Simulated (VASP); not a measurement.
Set up this calculation in VASP 6.6.1, as the native input.

| Property | Result |
| --- | --- |
| Task | single point |
| Functional | PBE |
| Potentials or basis | VASP PAW PBE potentials, release 64 (Sb) |
| Cutoff | 400 eV |
| k mesh | 12 × 12 × 1 |
| Occupations | gaussian, width 0.03 eV |
| Spin | no spin polarisation |
| Dipole correction | yes |
| Further INCAR settings | ALGO = Normal; EDIFF = 1e-06; NBANDS = 12; NELMDL = -8 |

The structure of Sb lies in POSCAR:

```
Sb
1.0
    4.1204333509      0.0000000000      0.0000000000
   -2.0602166755      3.5683999565      0.0000000000
    0.0000000000      0.0000000000     27.1000000030
Sb
2
Direct
    0.3333333333      0.6666666667      0.2585945619
    0.6666666667      0.3333333333      0.3188962129
```

These files were run (other wordings do the same):

INCAR

```
  PREC = Accurate
  ENCUT = 400
  EDIFF = 1E-6
  ISMEAR = 0
  SIGMA = 0.03
  LREAL = F
  LASPH = T
  NELM = 120
  ALGO = Normal
  ISIF = 2
  LWAVE = F
  LCHARG = F
  LDIPOL = T
  IDIPOL = 3
  DIPOL = 0.5 0.5 0.289
  GGA = PE
  NBANDS = 12
  GGA_COMPAT = F
  NELMDL = -8
```

KPOINTS

```
Automatic mesh
0
Gamma
  12 12 1
```

Potentials or basis: VASP PAW PBE potentials, release 64 (Sb).

The run is started by

```bash
$ cat potpaw_PBE.64/Sb/POTCAR > POTCAR
$ mpirun -np 1 vasp_std > vasp.out
```

It gave:

```json
{
  "Largest force": "0.089 eV/Å",
  "Band gap on the k mesh": "1.31 eV (least direct gap 1.56 eV)"
}
```

Caveat: spin-orbit coupling is left out, which moves the levels of the heavy elements.

Wall time 2 min on 1 thread of Intel Xeon 8259CL, on a shared host, peak memory 0.31 GiB.
